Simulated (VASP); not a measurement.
Here is a VASP 6.6.1 calculation.

File INCAR:

```
PREC = Accurate ; ENCUT = 520
EDIFF = 1E-6 ; ISMEAR = 0
SIGMA = 0.1 ; LREAL = F
LASPH = T ; NELM = 100
ALGO = Normal ; ISIF = 2
LWAVE = F ; LCHARG = T
GGA = PE ; LELF = T
LVHAR = T ; NBANDS = 49
```

KPOINTS

```
Automatic mesh
0
Gamma
  6 6 6
```

The input POSCAR:

```
Ti3H2
1.0
    5.1510706360      0.0000000000      0.0000000000
   -2.5755353180      4.4609580275      0.0000000000
    0.0000000000      0.0000000000      4.7738204386
Ti H
6 4
Direct
    0.0000000000      0.6756489038      0.7500000000
    0.3243510962      0.0000000000      0.2500000000
    0.6756489038      0.6756489038      0.2500000000
    0.0000000000      0.3243510962      0.2500000000
    0.3243510962      0.3243510962      0.7500000000
    0.6756489038      0.0000000000      0.7500000000
    0.6666666667      0.3333333333      0.5000000000
    0.3333333333      0.6666666667      0.5000000000
    0.3333333333      0.6666666667      0.0000000000
    0.6666666667      0.3333333333      0.0000000000
```

Potentials or basis: VASP PAW PBE potentials, release 64 (Ti_sv, H).

Command:

```sh
$ cat potpaw_PBE.64/Ti_sv/POTCAR potpaw_PBE.64/H/POTCAR > POTCAR
$ mpirun -np 1 vasp_std > vasp.out
```

Problem. What does it give for the band gap on the k mesh?

Solution. Zero (band 38 reaches 8.74 eV, above the bottom of band 39 at 8.13 eV).

Problem. What does it give for the largest force?

Solution. 0.005 eV/Å.

Problem. What does it give for the pressure?

Solution. -0.2 GPa.

Forces in eV/Å, atoms in the order of the input:
```
Ti  -0.002  0.004  0.000
Ti  -0.005  0.000  0.000
Ti   0.002  0.004  0.000
Ti   0.002 -0.004  0.000
Ti  -0.002 -0.004  0.000
Ti   0.005  0.000  0.000
H    0.000  0.000  0.000
H    0.000  0.000  0.000
H    0.000  0.000  0.000
H    0.000  0.000  0.000
```
